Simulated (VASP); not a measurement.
# NaFe (Pm-3m) in VASP: a series of runs

NaFe is run at these levels: PBE; tasks: single point, relaxation of cell and atoms.

Program: VASP 6.6.1. These are calculated values, not measurements. Logs are shortened: lines on timing, memory, paths and dates and some standing lists are left out, and cuts for length are marked.

## Step 1: The cell of the first run

The structure is cubic, space group Pm-3m (No. 221). Conventional cell: a = 3.402 Å, b = 3.402 Å, c = 3.402 Å, α = 90.00°, β = 90.00°, γ = 90.00°. Within 3.9 Å of Na (site symmetry m-3m) lie 8 Fe at 2.95 Å and 6 Na at 3.40 Å. Fe (site symmetry m-3m) has 8 Na at 2.95 Å and 6 Fe at 3.40 Å within 3.9 Å.

## Step 2: Single point, PBE, collinear spin, ferromagnetic start

INCAR

```
SYSTEM = NaFe
PREC     = Accurate       ! precision mode
ENCUT    = 520            ! plane-wave cutoff, eV
EDIFF    = 1E-7           ! SCF threshold, eV
ISMEAR   = 0              ! smearing method
SIGMA    = 0.1            ! smearing width, eV
LREAL    = .False.        ! projectors in reciprocal space
LASPH    = .True.         ! aspherical terms in the spheres
NELM     = 150            ! most SCF steps
ALGO     = Fast           ! electronic algorithm
ISIF     = 2              ! what is computed and relaxed
LWAVE    = .False.        ! write WAVECAR
LCHARG   = .False.        ! write CHGCAR
ISPIN    = 2              ! spin polarisation
MAGMOM   = 0 3.32         ! initial moments
LORBIT   = 11             ! projections on sites
LMAXMIX  = 4              ! l up to which the mixer works
GGA      = PE             ! functional
NBANDS   = 18             ! bands
```

KPOINTS

```
Automatic mesh
0
Gamma
  6 6 6
  0 0 0
```

POSCAR

```
NaFe
1.0
    3.4017364959      0.0000000000      0.0000000000
    0.0000000000      3.4017364959      0.0000000000
    0.0000000000      0.0000000000      3.4017364959
Na Fe
1 1
Direct
    0.0000000000      0.0000000000      0.0000000000
    0.5000000000      0.5000000000      0.5000000000
```

Potentials or basis: VASP PAW PBE potentials, release 64 (Na_pv, Fe).

Launch:

```sh
$ cat potpaw_PBE.64/Na_pv/POTCAR potpaw_PBE.64/Fe/POTCAR > POTCAR
$ mpirun -np 1 vasp_std > vasp.out
```

OUTCAR:

```text
SYSTEM = NaFe
   PREC = Accurate
   ENCUT = 520
   EDIFF = 1E-7
   ISMEAR = 0
   LREAL = .False.
   LASPH = .True.
   NELM = 150
   ISIF = 2
   ISPIN = 2
   LORBIT = 11
   GGA = PE

 ion  position               nearest neighbor table
   1  0.000  0.000  0.000-   2 2.95   2 2.95   2 2.95   2 2.95   2 2.95   2 2.95   2 2.95   2 2.95

   2  0.500  0.500  0.500-   1 2.95   1 2.95   1 2.95   1 2.95   1 2.95   1 2.95   1 2.95   1 2.95

  LATTYP: Found a simple cubic cell.
 ALAT       =     3.4017364959

  Lattice vectors:

 A1 = (   3.4017364959,   0.0000000000,   0.0000000000)
 A2 = (   0.0000000000,   3.4017364959,   0.0000000000)
 A3 = (   0.0000000000,   0.0000000000,   3.4017364959)

Analysis of symmetry for initial positions (statically):
=====================================================================
 Subroutine PRICEL returns:
 Original cell was already a primitive cell.

 Routine SETGRP: Setting up the symmetry group for a
 simple cubic supercell.

 Subroutine GETGRP returns: Found 48 space group operations
 (whereof 48 operations were pure point group operations)
 out of a pool of 48 trial point group operations.

The static configuration has the point symmetry O_h .

Analysis of symmetry for dynamics (positions and initial velocities):
=====================================================================
 Subroutine PRICEL returns:
 Original cell was already a primitive cell.

 Routine SETGRP: Setting up the symmetry group for a
 simple cubic supercell.

 Subroutine GETGRP returns: Found 48 space group operations
 (whereof 48 operations were pure point group operations)
 out of a pool of 48 trial point group operations.

The dynamic configuration has the point symmetry O_h .

Analysis of structural, dynamic, and magnetic symmetry:
=====================================================================
 Subroutine PRICEL returns:
 Original cell was already a primitive cell.

 Routine SETGRP: Setting up the symmetry group for a
 simple cubic supercell.

 Subroutine GETGRP returns: Found 48 space group operations
 (whereof 48 operations were pure point group operations)
 out of a pool of 48 trial point group operations.

The overall configuration has the point symmetry O_h .

 Subroutine INISYM returns: Found 48 space group operations
 (whereof 48 operations are pure point group operations),
 and found     1 'primitive' translations

----------------------------------------------------------------------------------------

                                     Primitive cell

  volume of cell :      39.3643

  direct lattice vectors                    reciprocal lattice vectors
     3.401736496  0.000000000  0.000000000     0.293967508  0.000000000  0.000000000
     0.000000000  3.401736496  0.000000000     0.000000000  0.293967508  0.000000000
     0.000000000  0.000000000  3.401736496     0.000000000  0.000000000  0.293967508

  length of vectors
     3.401736496  3.401736496  3.401736496     0.293967508  0.293967508  0.293967508

  position of ions in fractional coordinates (direct lattice)
     0.000000000  0.000000000  0.000000000
     0.500000000  0.500000000  0.500000000

  ion indices of the primitive-cell ions
   primitive index   ion index
                 1           1
                 2           2

----------------------------------------------------------------------------------------

 KPOINTS: Automatic mesh

Automatic generation of k-mesh.
 Grid dimensions read from file:
 generate k-points for:    6    6    6

 Generating k-lattice:

  Cartesian coordinates                     Fractional coordinates (reciprocal lattice)
     0.048994585  0.000000000  0.000000000     0.166666667  0.000000000  0.000000000
     0.000000000  0.048994585  0.000000000     0.000000000  0.166666667  0.000000000
     0.000000000  0.000000000  0.048994585     0.000000000  0.000000000  0.166666667

  Length of vectors
     0.048994585  0.048994585  0.048994585

  Shift w.r.t. Gamma in fractional coordinates (k-lattice)
     0.000000000  0.000000000  0.000000000

 Subroutine IBZKPT returns following result:
 ===========================================

 Found     20 irreducible k-points:

 Following reciprocal coordinates:
            Coordinates               Weight
  0.000000  0.000000  0.000000      1.000000
  0.166667  0.000000  0.000000      6.000000
  0.333333  0.000000  0.000000      6.000000
  0.500000  0.000000  0.000000      3.000000
  0.166667  0.166667  0.000000     12.000000
  0.333333  0.166667  0.000000     24.000000
[... 12 lines left out ...]
  0.500000  0.500000  0.333333      6.000000
  0.500000  0.500000  0.500000      1.000000
   k-points           NKPTS =     20   k-points in BZ     NKDIM =     20   number of bands    NBANDS=     18
   number of dos      NEDOS =    301   number of ions     NIONS =      2
   total plane-waves  NPLWV =  21952
   dimension x,y,z NGX =    28 NGY =   28 NGZ =   28
   dimension x,y,z NGXF=    56 NGYF=   56 NGZF=   56
   ions per type =               1   1
   NGX,Y,Z   is equivalent  to a cutoff of  13.68, 13.68, 13.68 a.u.
   NGXF,Y,Z  is equivalent  to a cutoff of  27.37, 27.37, 27.37 a.u.
 SYSTEM =  NaFe
   PREC   = accura    normal or accurate (medium, high low for compatibility)
   ISTART =      0    job   : 0-new  1-cont  2-samecut
   ICHARG =      2    charge: 1-file 2-atom 10-const
   ISPIN  =      2    spin polarized calculation?
   LNONCOLLINEAR =      F non collinear calculations
   LSORBIT =      F    spin-orbit coupling
   LASPH  =      T    aspherical Exc in radial PAW
   ENCUT  =  520.0 eV  38.22 Ry    6.18 a.u.   6.32  6.32  6.32*2*pi/ulx,y,z
   NELM   =    150;   NELMIN=  2; NELMDL= -5     # of ELM steps
   EDIFF  = 0.1E-06   stopping-criterion for ELM
   LREAL  =      F    real-space projection
   EDIFFG = 0.1E-05   stopping-criterion for IOM
   NSW    =      0    number of steps for IOM
   IBRION =     -1    ionic relax: 0-MD 1-quasi-New 2-CG
   NFREE  =      0    steps in history (QN), initial steepest desc. (CG)
   ISIF   =      2    stress and relaxation
   ISYM   =      2    0-nonsym 1-usesym 2-fastsym
   POTIM  = 0.5000    time-step for ionic-motion
   TEBEG  =    0.0;   TEEND  =   0.0 temperature during run
   PSTRESS=    0.0 pullay stress
   NELECT =      15.0000    total number of electrons
   NUPDOWN=      -1.0000    fix difference up-down
   EMIN   =  10.00;   EMAX   =-10.00  energy-range for DOS
   EFERMI =   0.00;   METHOD = LEGACY
   ISMEAR =     0;   SIGMA  =   0.10  broadening in eV -4-tet -1-fermi 0-gaus
   EFERMI_NEDOS =   21; number of points for ismear=-14 and -15
   IALGO  =     68    algorithm
   IMIX   =      4    mixing-type and parameters
     AMIX     =   0.40;   BMIX     =  1.00
     AMIX_MAG =   1.60;   BMIX_MAG =  1.00
  volume/ion in A,a.u.               =      19.68       132.82
  Fermi-wavevector in a.u.,A,eV,Ry     =   1.186874  2.242866 19.166114  1.408670
  Thomas-Fermi vector in A             =   2.323037
   LORBIT       =     11    0 simple, 1 ext, 2 COOP (PROOUT), +10 PAW based schemes
   GGA     = PE    functional components
   LHFCALC =     F    Hartree Fock is set to
   AEXX    =    0.0000 exact exchange contribution
   IVDW    =     0    specifies the selected vdW correction
   LEPSILON=     F    determine dielectric tensor
   LRPA    =     F    only Hartree local field effects (RPA)
 spin polarized calculation
 RMM-DIIS sequential band-by-band and
 Gauss-broadening in eV      SIGMA  =   0.10
  energy-cutoff  :      520.00
  volume of cell :       39.36
 maximum number of plane-waves:      1080
 NGX is ok and might be reduce to    28
   NGX = 13   NGY = 13   NGZ = 13

 number of electron      15.0000005 magnetization       2.9944882

 Free energy of the ion-electron system (eV)
  ---------------------------------------------------
  ext. energy  EPLUGINS =         0.00000000
  ---------------------------------------------------
  free energy    TOTEN  =        -7.30791916 eV

  energy without entropy =       -7.30293554  energy(sigma->0) =       -7.30542735

 E-fermi :   2.2266     XC(G=0):  -9.3356

 val. band max:        2.0722667878   @ k =   0.5000   0.3333   0.3333
 cond. band min:       2.2402217793   @ k =   0.5000   0.3333   0.3333
 fundamental gap:      0.1679549915
 Fermi energy:         2.2266467227

 spin component 1

 k-point     1 :       0.0000    0.0000    0.0000
  band No.  band energies     occupation
      1     -21.2285      1.00000
      2     -21.2285      1.00000
      3     -21.2285      1.00000
      4      -3.2529      1.00000
      5      -0.5850      1.00000
      6      -0.5850      1.00000
[... 10 lines left out ...]
     17      21.5304      0.00000
     18      21.5688      0.00000
[... 379 lines left out ...]
 k-point    20 :       0.5000    0.5000    0.5000
  band No.  band energies     occupation
      1     -21.2721      1.00000
      2     -21.2721      1.00000
      3     -21.2721      1.00000
      4      -0.9516      1.00000
      5      -0.9516      1.00000
      6      -0.9516      1.00000
[... 10 lines left out ...]
     17      28.6497      0.00000
     18      28.9290      0.00000
 Fermi energy:         2.2266467227

 spin component 2

 k-point     1 :       0.0000    0.0000    0.0000
  band No.  band energies     occupation
      1     -21.2477      1.00000
      2     -21.2477      1.00000
      3     -21.2477      1.00000
      4      -3.0653      1.00000
      5       1.2990      1.00000
      6       1.3001      1.00000
[... 10 lines left out ...]
     17      21.4071      0.00000
     18      21.7987      0.00000
[... 379 lines left out ...]
 k-point    20 :       0.5000    0.5000    0.5000
  band No.  band energies     occupation
      1     -21.2930      1.00000
      2     -21.2930      1.00000
      3     -21.2930      1.00000
      4       1.8726      1.00000
      5       1.8728      1.00000
      6       1.8743      1.00000
[... 10 lines left out ...]
     17      28.3658      0.00000
     18      28.4379      0.00000

------------------------ aborting loop because EDIFF is reached ----------------------------------------

  FORCE on cell =-STRESS in cart. coord.  units (eV):
  Direction    XX          YY          ZZ          XY          YZ          ZX
  --------------------------------------------------------------------------------------
  -------------------------------------------------------------------------------------
  Total        0.0556103      0.0556103      0.0556103     -0.0000000      0.0000000     -0.0000000
  in kB        2.2634124      2.2634124      2.2634124     -0.0000000      0.0000000     -0.0000000
  external PRESSURE =       2.2634124 kB  Pullay stress =       0.0000000 kB

 VOLUME and BASIS-vectors are now :
 -----------------------------------------------------------------------------
  energy-cutoff  :      520.00
  volume of cell :       39.36
      direct lattice vectors                 reciprocal lattice vectors
     3.401736496  0.000000000  0.000000000     0.293967508  0.000000000  0.000000000
     0.000000000  3.401736496  0.000000000     0.000000000  0.293967508  0.000000000
     0.000000000  0.000000000  3.401736496     0.000000000  0.000000000  0.293967508

 POSITION                                       TOTAL-FORCE (eV/Angst)
 -----------------------------------------------------------------------------------
      0.00000      0.00000      0.00000         0.000000      0.000000      0.000000
      1.70087      1.70087      1.70087         0.000000      0.000000      0.000000
 -----------------------------------------------------------------------------------
    total drift:                                0.000000      0.000000      0.000000

  FREE ENERGIE OF THE ION-ELECTRON SYSTEM (eV)
  ---------------------------------------------------
  free  energy   TOTEN  =        -7.3079191558 eV

  energy  without entropy=       -7.3029355370  energy(sigma->0) =       -7.30542735

 total charge

# of ion       s       p       d       tot
------------------------------------------
    1        0.124   6.006   0.000   6.130
    2        0.420   0.159   6.091   6.671
--------------------------------------------------
tot          0.544   6.165   6.091  12.800

 magnetization (x)

# of ion       s       p       d       tot
------------------------------------------
    1       -0.020  -0.006   0.000  -0.027
    2        0.056  -0.018   3.020   3.059
--------------------------------------------------
tot          0.036  -0.024   3.020   3.032
```

It took 27 s on 1 thread of AMD EPYC 7R13 (Zen 3), shared host; peak memory 0.15 GiB.

What came out:

```
Free energy                                           : -7.3079 eV
Pressure                                              : 0.2 GPa
Band gap on the k mesh                                : zero (filled and empty bands overlap)
Net moment                                            : 2.99 μB per cell
Site moments                                          : Na -0.03; Fe +3.06 μB
Valence electrons inside the program's atomic spheres : Na 6.13; Fe 6.67
```

Levels at points of the mesh, in eV from the Fermi level:
Spin up:
```csv
k point,band 7,band 8,band 9,band 10,band 11,band 12
"(0.00, 0.00, 0.00)",-2.57,-2.57,-2.57,6.99,6.99,6.99
"(0.50, 0.00, 0.00)",-2.69,-2.55,-1.44,-1.14,8.87,8.87
"(0.50, 0.50, 0.00)",-2.76,-1.83,0.85,0.85,0.85,4.87
"(0.50, 0.50, 0.50)",-1.82,-1.82,2.87,2.87,2.87,4.28
```
Spin down:
| k point | band 2 | band 3 | band 4 | band 5 | band 6 | band 7 | band 8 | band 9 | band 10 | band 11 |
| --- | --- | --- | --- | --- | --- | --- | --- | --- | --- | --- |
| (0.00, 0.00, 0.00) | -23.47 | -23.47 | -5.29 | -0.93 | -0.93 | 0.86 | 0.86 | 0.86 | 7.45 | 7.45 |
| (0.50, 0.00, 0.00) | -23.47 | -23.47 | -2.74 | -1.47 | -0.70 | 0.49 | 0.49 | 0.85 | 0.90 | 9.48 |
| (0.50, 0.50, 0.00) | -23.53 | -23.46 | -1.13 | -0.79 | 0.51 | 0.52 | 0.52 | 0.90 | 0.90 | 2.12 |
| (0.50, 0.50, 0.50) | -23.52 | -23.52 | -0.35 | -0.35 | -0.35 | 0.53 | 0.53 | 3.06 | 3.06 | 3.06 |

## Step 3: Relaxation of cell and atoms, PBE, collinear spin, ferromagnetic start

This run uses another cell than the first one, of 16.22 Å³/atom.

INCAR

```
  ALGO = Fast
  EDIFF = 1E-6
  EDIFFG = -0.04
  ENCUT = 600
  GGA = PE
  IBRION = 2
  ISIF = 3
  ISMEAR = 0
  ISPIN = 2
  LASPH = T
  LCHARG = F
  LMAXMIX = 4
  LORBIT = 11
  LREAL = F
  LWAVE = F
  MAGMOM = 0 3.32
  NELM = 150
  NSW = 90
  PREC = Accurate
  SIGMA = 0.1
```

KPOINTS

```
k-points
0
Gamma
  6 6 6
```

POSCAR

```
NaFe
1.0
    3.1895416935      0.0000000000      0.0000000000
    0.0000000000      3.1895416935      0.0000000000
    0.0000000000      0.0000000000      3.1895416935
Na Fe
1 1
Direct
    0.0000000000      0.0000000000      0.0000000000
    0.5000000000      0.5000000000      0.5000000000
```

Potentials or basis: VASP PAW PBE potentials, release 64 (Na_pv, Fe).

Launch:

```sh
$ cat potpaw_PBE.64/Na_pv/POTCAR potpaw_PBE.64/Fe/POTCAR > POTCAR
$ mpirun -np 1 vasp_std > vasp.out
```

Wall time 57 s (1 thread of AMD EPYC 7R13 (Zen 3), shared host); peak memory 0.15 GiB.

It converged, with:

```
Free energy                                           : -7.3069 eV
Relaxed volume                                        : 19.92 Å³/atom
Relaxed cell                                          : a = 3.416 Å, b = 3.416 Å, c = 3.416 Å, α = 90.00°, β = 90.00°, γ = 90.00°
Space group after relaxing (to 0.1 Å)                 : Pm-3m (No. 221)
Energy gained by relaxing                             : 89.2 meV/atom
Ionic steps                                           : 4
Pressure after relaxing                               : -0.2 GPa
Band gap on the k mesh                                : zero (filled and empty bands overlap)
Net moment                                            : 3.00 μB per cell
Site moments                                          : Na -0.03; Fe +3.06 μB
Valence electrons inside the program's atomic spheres : Na 6.13; Fe 6.67
```

The path:
| step | energy change (eV) | largest force (eV/Å) | pressure (GPa) | volume (Å³) |
| --- | --- | --- | --- | --- |
| 1 | 0.0000 | 0.0000 | 9.35 | 32.45 |
| 2 | -0.1611 | 0.0000 | 2.45 | 37.10 |
| 3 | -0.1737 | 0.0000 | -0.95 | 41.07 |
| 4 | -0.1783 | 0.0000 | -0.22 | 39.85 |

Final structure:
```
Na Fe
1.0
     3.41563    0.00000    0.00000
     0.00000    3.41563    0.00000
     0.00000    0.00000    3.41563
Na Fe
1 1
Direct
  0.00000 0.00000 0.00000
  0.50000 0.50000 0.50000
```

Levels at points of the mesh, in eV from the Fermi level:
Spin up:
```csv
k point,band 5,band 6,band 7,band 8,band 9,band 10,band 11,band 12,band 13
"(0.00, 0.00, 0.00)",-2.80,-2.80,-2.58,-2.58,-2.58,6.92,6.92,6.92,8.48
"(0.50, 0.00, 0.00)",-2.79,-2.79,-2.68,-2.56,-1.43,-1.16,8.79,8.79,9.93
"(0.50, 0.50, 0.00)",-2.78,-2.78,-2.75,-1.84,0.81,0.84,0.84,4.81,11.91
"(0.50, 0.50, 0.50)",-3.17,-3.17,-1.83,-1.83,2.85,2.85,2.85,4.19,6.47
```
Spin down:
| k point | band 2 | band 3 | band 4 | band 5 | band 6 | band 7 | band 8 | band 9 | band 10 | band 11 |
| --- | --- | --- | --- | --- | --- | --- | --- | --- | --- | --- |
| (0.00, 0.00, 0.00) | -23.49 | -23.49 | -5.26 | -0.92 | -0.91 | 0.85 | 0.85 | 0.86 | 7.37 | 7.37 |
| (0.50, 0.00, 0.00) | -23.48 | -23.48 | -2.73 | -1.47 | -0.69 | 0.49 | 0.49 | 0.83 | 0.90 | 9.39 |
| (0.50, 0.50, 0.00) | -23.54 | -23.48 | -1.12 | -0.77 | 0.50 | 0.53 | 0.53 | 0.89 | 0.89 | 2.08 |
| (0.50, 0.50, 0.50) | -23.53 | -23.53 | -0.34 | -0.34 | -0.34 | 0.52 | 0.52 | 3.04 | 3.04 | 3.04 |

Caveat: the volume moved by over 15 % at a fixed basis, so the end points are rough.
